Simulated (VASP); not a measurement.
Wanted: the native input for a VASP 6.6.1 run.

```
Task                   : relaxation of cell and atoms
Functional             : r2SCAN
Potentials or basis    : VASP PAW PBE potentials, release 64 (Ta_pv, N)
Cutoff                 : 600 eV
k mesh                 : 10 × 10 × 10
Occupations            : fermi-dirac, width 0.05 eV
Spin                   : no spin polarisation
Hubbard terms          : Ta d U = 8.0 eV
Dipole correction      : no
Further INCAR settings : ALGO = Normal; EDIFF = 1e-07; IBRION = 2; EDIFFG = -0.01; NSW = 60; ISIF = 3
```

TaN:

```xyz
2
Lattice="0.0000 2.1790 2.1790 2.1790 0.0000 2.1790 2.1790 2.1790 0.0000" Properties=species:S:1:pos:R:3 pbc="T T T"
Ta    2.1790    2.1790    2.1790
N     0.0000    0.0000    0.0000
```

One way to write it, as run:

POSCAR

```
TaN
1.0
    0.0000000000      2.1790013100      2.1790013100
    2.1790013100      0.0000000000      2.1790013100
    2.1790013100      2.1790013100      0.0000000000
Ta N
1 1
Direct
    0.5000000000      0.5000000000      0.5000000000
    0.0000000000      0.0000000000      0.0000000000
```

INCAR.step1

```
PREC     = Accurate       # precision mode
ENCUT    = 600            # plane-wave cutoff, eV
ISMEAR   = -1             # smearing method
SIGMA    = 0.05           # smearing width, eV
LREAL    = F              # projectors in reciprocal space
LASPH    = T              # aspherical terms in the spheres
NELM     = 150            # most SCF steps
LMAXMIX  = 4              # l up to which the mixer works
LDAU     = T              # DFT+U
LDAUTYPE = 2            
LDAUL    = 2 -1           # shell
LDAUU    = 8 0            # U, eV
LDAUJ    = 0 0          
GGA      = PE             # functional
ALGO     = Normal         # electronic algorithm
EDIFF    = 1E-4           # SCF threshold, eV
LWAVE    = T              # write WAVECAR
LCHARG   = F              # write CHGCAR
```

INCAR.step2

```
PREC     = Accurate       # precision mode
ENCUT    = 600            # plane-wave cutoff, eV
EDIFF    = 1E-7           # SCF threshold, eV
ISMEAR   = -1             # smearing method
SIGMA    = 0.05           # smearing width, eV
LREAL    = F              # projectors in reciprocal space
LASPH    = T              # aspherical terms in the spheres
NELM     = 150            # most SCF steps
ALGO     = Normal         # electronic algorithm
ISIF     = 3              # what is computed and relaxed
LWAVE    = F              # write WAVECAR
LCHARG   = F              # write CHGCAR
LMAXMIX  = 4              # l up to which the mixer works
LDAU     = T              # DFT+U
LDAUTYPE = 2            
LDAUL    = 2 -1           # shell
LDAUU    = 8 0            # U, eV
LDAUJ    = 0 0          
LDAUPRINT= 1            
METAGGA  = R2SCAN         # meta-GGA
LMIXTAU  = T            
IBRION   = 2              # ionic algorithm
NSW      = 60             # ionic steps
EDIFFG   = -0.01          # ionic threshold
ISTART   = 1
```

KPOINTS

```
Automatic mesh
0
Gamma
  10 10 10
```

Potentials or basis: VASP PAW PBE potentials, release 64 (Ta_pv, N).

The run is started by

```bash
$ cat potpaw_PBE.64/Ta_pv/POTCAR potpaw_PBE.64/N/POTCAR > POTCAR
$ cp INCAR.step1 INCAR
$ mpirun -np 1 vasp_std > vasp.out
$ cp INCAR.step2 INCAR
$ mpirun -np 1 vasp_std > vasp.out
```

It gave:

```json
{"Relaxed volume": "11.47 Å³/atom", "Relaxed cell": "a = 3.189 Å, b = 3.189 Å, c = 3.189 Å, α = 60.00°, β = 60.00°, γ = 60.00°", "Space group after relaxing (to 0.1 Å)": "Fm-3m (No. 225)", "Energy gained by relaxing": "126.5 meV/atom", "Ionic steps": "18", "Pressure after relaxing": "0.1 GPa", "Band gap on the k mesh": "zero (bands 8 and 9 overlap by 3.65 eV)"}
```

Caveat: the PAW data sets were made with another functional, which shifts forces and pressure a little; spin-orbit coupling is left out, which moves the levels of the heavy elements; U without spin polarisation on a metal has little footing.

Run time: 19 min on 1 thread of Intel Xeon 8259CL, with other jobs on the host, peak memory 0.19 GiB.
